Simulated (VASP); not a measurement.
# SbMo (P6_3/mmc) in VASP: further runs

Aim: see how the results for SbMo move with the level of theory and the settings. Levels: LDA, PBE. Tasks: single point.

Everything below comes from runs of VASP 6.6.1. Logs are shortened: lines on timing, memory, paths and dates and some standing lists are left out, and cuts for length are marked.

### 1 The cell of the first run

It takes space group P6_3/mmc (No. 194, hexagonal). Conventional cell: a = 4.358 Å, b = 4.358 Å, c = 5.253 Å, α = 90.00°, β = 90.00°, γ = 120.00°. Mo (site symmetry -3m) has 2 Mo at 2.63 Å and 6 Sb at 2.84 Å within 3.5 Å. Within 3.7 Å of Sb (site symmetry -6m2) lie 6 Mo at 2.84 Å and 6 Sb at 3.64 Å.

### 2 Single point, LDA

INCAR

```
  PREC = Accurate
  ENCUT = 520
  EDIFF = 1E-6
  ISMEAR = 0
  SIGMA = 0.05
  LREAL = False
  LASPH = True
  NELM = 60
  ALGO = Normal
  ISIF = 2
  LWAVE = False
  LCHARG = False
  NBANDS = 27
```

KPOINTS

```
regular mesh
0
Gamma
  10 10 6
```

POSCAR

```
SbMo
1.0
    4.3582954797      0.0000000000      0.0000000000
   -2.1791477398      3.7743946027      0.0000000000
    0.0000000000      0.0000000000      5.2527398165
Mo Sb
2 2
Direct
    0.0000000000      0.0000000000      0.0000000000
    0.0000000000      0.0000000000      0.5000000000
    0.3333333333      0.6666666667      0.2500000000
    0.6666666667      0.3333333333      0.7500000000
```

Potentials or basis: VASP PAW LDA potentials, release 64 (Mo_sv, Sb).

Command:

```bash
cat potpaw_LDA.64/Mo_sv/POTCAR potpaw_LDA.64/Sb/POTCAR > POTCAR
mpirun -np 1 vasp_std > vasp.out
```

OUTCAR:

```text
PREC = Accurate
   ENCUT = 520
   EDIFF = 1E-6
   ISMEAR = 0
   LREAL = False
   LASPH = True
   NELM = 60
   ISIF = 2

 ion  position               nearest neighbor table
   1  0.000  0.000  0.000-   2 2.63   2 2.63   4 2.84   3 2.84   4 2.84   3 2.84   4 2.84   3 2.84

   2  0.000  0.000  0.500-   1 2.63   1 2.63   4 2.84   3 2.84   4 2.84   3 2.84   4 2.84   3 2.84

   3  0.333  0.667  0.250-   1 2.84   2 2.84   1 2.84   2 2.84   1 2.84   2 2.84   4 3.64   4 3.64
                             4 3.64   4 3.64   4 3.64   4 3.64
   4  0.667  0.333  0.750-   1 2.84   2 2.84   1 2.84   2 2.84   1 2.84   2 2.84   3 3.64   3 3.64
                             3 3.64   3 3.64   3 3.64   3 3.64

  LATTYP: Found a hexagonal cell.
 ALAT       =     4.3582954797
 C/A-ratio  =     1.2052280165

  Lattice vectors:

 A1 = (   4.3582954797,   0.0000000000,   0.0000000000)
 A2 = (  -2.1791477398,   3.7743946027,   0.0000000000)
 A3 = (   0.0000000000,   0.0000000000,   5.2527398165)

Analysis of symmetry for initial positions (statically):
=====================================================================
 Subroutine PRICEL returns:
 Original cell was already a primitive cell.

 Routine SETGRP: Setting up the symmetry group for a
 hexagonal supercell.

 Subroutine GETGRP returns: Found 24 space group operations
 (whereof 12 operations were pure point group operations)
 out of a pool of 24 trial point group operations.

The static configuration has the point symmetry D_3d.
 The point group associated with its full space group is D_6h.

Analysis of symmetry for dynamics (positions and initial velocities):
=====================================================================
 Subroutine PRICEL returns:
 Original cell was already a primitive cell.

 Routine SETGRP: Setting up the symmetry group for a
 hexagonal supercell.

 Subroutine GETGRP returns: Found 24 space group operations
 (whereof 12 operations were pure point group operations)
 out of a pool of 24 trial point group operations.

The dynamic configuration has the point symmetry D_3d.
 The point group associated with its full space group is D_6h.

 Subroutine INISYM returns: Found 24 space group operations
 (whereof 12 operations are pure point group operations),
 and found     1 'primitive' translations

----------------------------------------------------------------------------------------

                                     Primitive cell

  volume of cell :      86.4072

  direct lattice vectors                    reciprocal lattice vectors
     4.358295480  0.000000000  0.000000000     0.229447500  0.132471576  0.000000000
    -2.179147740  3.774394603  0.000000000     0.000000000  0.264943151  0.000000000
     0.000000000  0.000000000  5.252739817     0.000000000  0.000000000  0.190376839

  length of vectors
     4.358295480  4.358295480  5.252739817     0.264943151  0.264943151  0.190376839

  position of ions in fractional coordinates (direct lattice)
     0.000000000  0.000000000  0.000000000
     0.000000000  0.000000000  0.500000000
     0.333333333  0.666666667  0.250000000
     0.666666667  0.333333333  0.750000000

  ion indices of the primitive-cell ions
   primitive index   ion index
                 1           1
                 2           2
                 3           3
                 4           4

----------------------------------------------------------------------------------------

 KPOINTS: regular mesh

Automatic generation of k-mesh.
 Grid dimensions read from file:
 generate k-points for:   10   10    6

 Generating k-lattice:

  Cartesian coordinates                     Fractional coordinates (reciprocal lattice)
     0.022944750  0.013247158  0.000000000     0.100000000  0.000000000  0.000000000
     0.000000000  0.026494315  0.000000000     0.000000000  0.100000000  0.000000000
     0.000000000  0.000000000  0.031729473     0.000000000  0.000000000  0.166666667

  Length of vectors
     0.026494315  0.026494315  0.031729473

  Shift w.r.t. Gamma in fractional coordinates (k-lattice)
     0.000000000  0.000000000  0.000000000

 Subroutine IBZKPT returns following result:
 ===========================================

 Found     56 irreducible k-points:

 Following reciprocal coordinates:
            Coordinates               Weight
  0.000000  0.000000  0.000000      1.000000
  0.100000 -0.000000  0.000000      6.000000
  0.200000 -0.000000  0.000000      6.000000
  0.300000 -0.000000  0.000000      6.000000
  0.400000 -0.000000  0.000000      6.000000
  0.500000 -0.000000  0.000000      3.000000
[... 16 lines left out ...]
  0.300000  0.100000  0.166667     24.000000
  0.400000  0.100000  0.166667     24.000000
 [... further k-points ...]
   k-points           NKPTS =     56   k-points in BZ     NKDIM =     56   number of bands    NBANDS=     27
   number of dos      NEDOS =    301   number of ions     NIONS =      4
   total plane-waves  NPLWV =  40960
   dimension x,y,z NGX =    32 NGY =   32 NGZ =   40
   dimension x,y,z NGXF=    64 NGYF=   64 NGZF=   80
   ions per type =               2   2
   NGX,Y,Z   is equivalent  to a cutoff of  12.21, 12.21, 12.66 a.u.
   NGXF,Y,Z  is equivalent  to a cutoff of  24.41, 24.41, 25.32 a.u.
 SYSTEM =  unknown system
   PREC   = accura    normal or accurate (medium, high low for compatibility)
   ISTART =      0    job   : 0-new  1-cont  2-samecut
   ICHARG =      2    charge: 1-file 2-atom 10-const
   ISPIN  =      1    spin polarized calculation?
   LNONCOLLINEAR =      F non collinear calculations
   LSORBIT =      F    spin-orbit coupling
   LASPH  =      T    aspherical Exc in radial PAW
   ENCUT  =  520.0 eV  38.22 Ry    6.18 a.u.   8.10  8.10  9.77*2*pi/ulx,y,z
   NELM   =     60;   NELMIN=  2; NELMDL= -5     # of ELM steps
   EDIFF  = 0.1E-05   stopping-criterion for ELM
   LREAL  =      F    real-space projection
   EDIFFG = 0.1E-04   stopping-criterion for IOM
   NSW    =      0    number of steps for IOM
   IBRION =     -1    ionic relax: 0-MD 1-quasi-New 2-CG
   NFREE  =      0    steps in history (QN), initial steepest desc. (CG)
   ISIF   =      2    stress and relaxation
   ISYM   =      2    0-nonsym 1-usesym 2-fastsym
   POTIM  = 0.5000    time-step for ionic-motion
   TEBEG  =    0.0;   TEEND  =   0.0 temperature during run
   PSTRESS=    0.0 pullay stress
   NELECT =      38.0000    total number of electrons
   NUPDOWN=      -1.0000    fix difference up-down
   EMIN   =  10.00;   EMAX   =-10.00  energy-range for DOS
   EFERMI =   0.00;   METHOD = LEGACY
   ISMEAR =     0;   SIGMA  =   0.05  broadening in eV -4-tet -1-fermi 0-gaus
   EFERMI_NEDOS =   21; number of points for ismear=-14 and -15
   IALGO  =     38    algorithm
   IMIX   =      4    mixing-type and parameters
     AMIX     =   0.40;   BMIX     =  1.00
     AMIX_MAG =   1.60;   BMIX_MAG =  1.00
  volume/ion in A,a.u.               =      21.60       145.78
  Fermi-wavevector in a.u.,A,eV,Ry     =   1.244952  2.352619 21.087757  1.549906
  Thomas-Fermi vector in A             =   2.379196
   LORBIT       =      0    0 simple, 1 ext, 2 COOP (PROOUT), +10 PAW based schemes
   GGA     = CA    functional components
   LHFCALC =     F    Hartree Fock is set to
   AEXX    =    0.0000 exact exchange contribution
   IVDW    =     0    specifies the selected vdW correction
   LEPSILON=     F    determine dielectric tensor
   LRPA    =     F    only Hartree local field effects (RPA)
 non-spin polarized calculation
 Gauss-broadening in eV      SIGMA  =   0.05
  energy-cutoff  :      520.00
  volume of cell :       86.41
 maximum number of plane-waves:      2344
   NGX = 17   NGY = 17   NGZ = 19

 number of electron      38.0000003 magnetization

 Free energy of the ion-electron system (eV)
  ---------------------------------------------------
  ext. energy  EPLUGINS =         0.00000000
  ---------------------------------------------------
  free energy    TOTEN  =       -32.72210918 eV

  energy without entropy =      -32.71888923  energy(sigma->0) =      -32.72049921

 E-fermi :   9.1309     XC(G=0): -11.4051

 val. band max:        9.1184535729   @ k =   0.5000  -0.0000   0.5000
 cond. band min:       9.1733739677   @ k =   0.5000  -0.0000   0.5000
 fundamental gap:      0.0549203948
 Fermi energy:         9.1308795184

 k-point     1 :       0.0000    0.0000    0.0000
  band No.  band energies     occupation
      1     -51.1918      2.00000
      2     -51.0145      2.00000
      3     -26.1169      2.00000
      4     -25.4783      2.00000
      5     -25.4783      2.00000
      6     -25.3133      2.00000
[... 19 lines left out ...]
     26      14.6391      0.00000
     27      14.6894      0.00000

 k-point     2 :       0.1000   -0.0000    0.0000
  band No.  band energies     occupation
      1     -51.1918      2.00000
      2     -51.0145      2.00000
      3     -26.1165      2.00000
      4     -25.4803      2.00000
      5     -25.4788      2.00000
      6     -25.3144      2.00000
[... 19 lines left out ...]
     26      14.1508      0.00000
     27      14.3556      0.00000

 k-point     3 :       0.2000   -0.0000    0.0000
  band No.  band energies     occupation
      1     -51.1916      2.00000
      2     -51.0144      2.00000
      3     -26.1154      2.00000
      4     -25.4854      2.00000
      5     -25.4802      2.00000
      6     -25.3172      2.00000
[... 19 lines left out ...]
     26      13.7069      0.00000
     27      13.9336      0.00000

 k-point     4 :       0.3000   -0.0000    0.0000
  band No.  band energies     occupation
      1     -51.1914      2.00000
      2     -51.0142      2.00000
      3     -26.1140      2.00000
      4     -25.4917      2.00000
      5     -25.4819      2.00000
      6     -25.3208      2.00000
[... 19 lines left out ...]
     26      14.2018      0.00000
     27      14.2223      0.00000
[... 516 lines left out ...]
      4     -25.4779      2.00000
      5     -25.4707      2.00000
      6     -25.3308      2.00000
[... 19 lines left out ...]
     26      13.6063      0.00000
     27      15.0225      0.00000

 k-point    23 :       0.3000    0.1000    0.1667
  band No.  band energies     occupation
      1     -51.1796      2.00000
      2     -51.0262      2.00000
      3     -26.0298      2.00000
      4     -25.4831      2.00000
      5     -25.4725      2.00000
      6     -25.3339      2.00000
[... 19 lines left out ...]
     26      13.9188      0.00000
     27      15.2069      0.00000

 k-point    24 :       0.4000    0.1000    0.1667
  band No.  band energies     occupation
      1     -51.1795      2.00000
      2     -51.0261      2.00000
      3     -26.0291      2.00000
      4     -25.4863      2.00000
      5     -25.4736      2.00000
      6     -25.3358      2.00000
[... 19 lines left out ...]
     26      14.0593      0.00000
     27      15.3844      0.00000

 [... further k-points ...]
[... 5 lines left out ...]
  --------------------------------------------------------------------------------------
  -------------------------------------------------------------------------------------
  Total       -3.5889036     -3.5889036     -4.0586650     -0.0000000     -0.0000000      0.0000000
  in kB      -66.5460847    -66.5460847    -75.2564835     -0.0000000     -0.0000000      0.0000000
  external PRESSURE =     -69.4495510 kB  Pullay stress =       0.0000000 kB

 VOLUME and BASIS-vectors are now :
 -----------------------------------------------------------------------------
  energy-cutoff  :      520.00
  volume of cell :       86.41
      direct lattice vectors                 reciprocal lattice vectors
     4.358295480  0.000000000  0.000000000     0.229447500  0.132471576  0.000000000
    -2.179147740  3.774394603  0.000000000     0.000000000  0.264943151  0.000000000
     0.000000000  0.000000000  5.252739817     0.000000000  0.000000000  0.190376839

 POSITION                                       TOTAL-FORCE (eV/Angst)
 -----------------------------------------------------------------------------------
      0.00000      0.00000      0.00000         0.000000      0.000000     -0.000000
      0.00000      0.00000      2.62637         0.000000      0.000000     -0.000000
     -0.00000      2.51626      1.31318         0.000000     -0.000000      0.000000
      2.17915      1.25813      3.93955        -0.000000     -0.000000     -0.000000
 -----------------------------------------------------------------------------------
    total drift:                                0.000000     -0.000000      0.000000

  FREE ENERGIE OF THE ION-ELECTRON SYSTEM (eV)
  ---------------------------------------------------
  free  energy   TOTEN  =       -32.7221091804 eV

  energy  without entropy=      -32.7188892340  energy(sigma->0) =      -32.72049921
```

Wall time 2.5 min (1 thread of AMD EPYC 7R43 (Zen 3), shared host); peak memory 0.21 GiB.

Results:

| Property | Result |
| --- | --- |
| Free energy | -32.7221 eV |
| Pressure | -6.9 GPa |
| Band gap on the k mesh | zero (band 19 reaches 9.93 eV, above the bottom of band 20 at 8.47 eV) |

Stress tensor (GPa, compression positive):
```
-6.65  0.00  0.00
 0.00 -6.65  0.00
 0.00  0.00 -7.53
```

Levels at points of the mesh, in eV from the Fermi level:
```tsv
k point	band 17	band 18	band 19	band 20	band 21	band 22
(0.00, 0.00, 0.00)	-0.27	-0.27	0.66	0.66	2.33	2.33
(0.50, 0.00, 0.00)	-1.54	-1.05	-0.66	0.46	0.99	1.89
(0.00, 0.00, 0.50)	-0.66	-0.66	-0.66	-0.66	0.64	0.64
(0.50, 0.00, 0.50)	-0.22	-0.22	-0.01	-0.01	0.04	0.04
```

Caveat: spin-orbit coupling is left out, which moves the levels of the heavy elements.

### 3 Single point, PBE (volume scaled by 1.020)

INCAR

```
PREC = Accurate
ENCUT = 520
EDIFF = 1E-6
ISMEAR = 0
SIGMA = 0.05
LREAL = F
LASPH = T
NELM = 80
ALGO = Normal
ISIF = 2
LWAVE = F
LCHARG = F
GGA = PE
NBANDS = 27
```

KPOINTS

```
Automatic mesh
0
Gamma
  10 10 6
```

POSCAR

```
SbMo
1.0
    4.3961552872      0.0000000000      0.0000000000
   -2.1980776436      3.8071821577      0.0000000000
    0.0000000000      0.0000000000      5.2659090422
Mo Sb
2 2
Direct
    0.0000000000      0.0000000000      0.0000000000
    0.0000000000      0.0000000000      0.5000000000
    0.3333333333      0.6666666667      0.2500000000
    0.6666666667      0.3333333333      0.7500000000
```

Potentials or basis: VASP PAW PBE potentials, release 64 (Mo_sv, Sb).

Command:

```bash
cat potpaw_PBE.64/Mo_sv/POTCAR potpaw_PBE.64/Sb/POTCAR > POTCAR
mpirun -np 1 vasp_std > vasp.out
```

It took 3.4 min on 1 thread of AMD EPYC 7R43 (Zen 3), shared host; peak memory 0.24 GiB.

Results (log left out):

```yaml
Free_energy: -28.9310 eV
Pressure: -2.4 GPa
Band_gap_on_the_k_mesh: zero (band 19 reaches 9.77 eV, above the bottom of band 20 at 8.36 eV)
```

Stress tensor (GPa, compression positive):
```
-2.44  0.00  0.00
 0.00 -2.44  0.00
 0.00  0.00 -2.26
```

Levels at points of the mesh, in eV from the Fermi level:
| k point | band 17 | band 18 | band 19 | band 20 | band 21 | band 22 |
| --- | --- | --- | --- | --- | --- | --- |
| (0.00, 0.00, 0.00) | -0.24 | -0.24 | 0.62 | 0.62 | 2.34 | 2.34 |
| (0.50, 0.00, 0.00) | -1.49 | -1.05 | -0.65 | 0.47 | 0.99 | 1.82 |
| (0.00, 0.00, 0.50) | -0.63 | -0.63 | -0.63 | -0.63 | 0.61 | 0.61 |
| (0.50, 0.00, 0.50) | -0.21 | -0.21 | -0.01 | -0.01 | 0.06 | 0.06 |

Caveat: spin-orbit coupling is left out, which moves the levels of the heavy elements.

(Continued in part 2 of 2.)
